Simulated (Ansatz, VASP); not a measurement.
One calculation of TlCl, two programs

```
Tl Cl
1.0
     3.79363    0.00000    0.00000
     0.00000    3.79363    0.00000
     0.00000    0.00000    3.79363
Tl Cl
1 1
Direct
  0.00000 0.00000 0.00000
  0.50000 0.50000 0.50000
```

Alike in both runs: task single point; functional PBE; k mesh 6 × 6 × 6; occupations fermi-dirac, width 0.02 eV; no spin polarisation.

```csv
,VASP,Ansatz
version,VASP 6.6.1,Ansatz 0.2.0
potentials or method,"VASP PAW PBE potentials, release 64 (Tl_d, Cl)","plane waves, PAW"
plane-wave cutoff (eV),500,420
valence electrons in the cell,20,20
```

|  | VASP | Ansatz | Ansatz less VASP |
| --- | --- | --- | --- |
| gap on the k mesh at the Fermi level (eV) | 2.00 | 1.99 | -0.007 |
| pressure (GPa) | 2.2 | 2.3 | +0.08 |

With one functional, cell and mesh, what is left measures potentials, basis and numerics.

Neither program's run includes spin-orbit coupling.
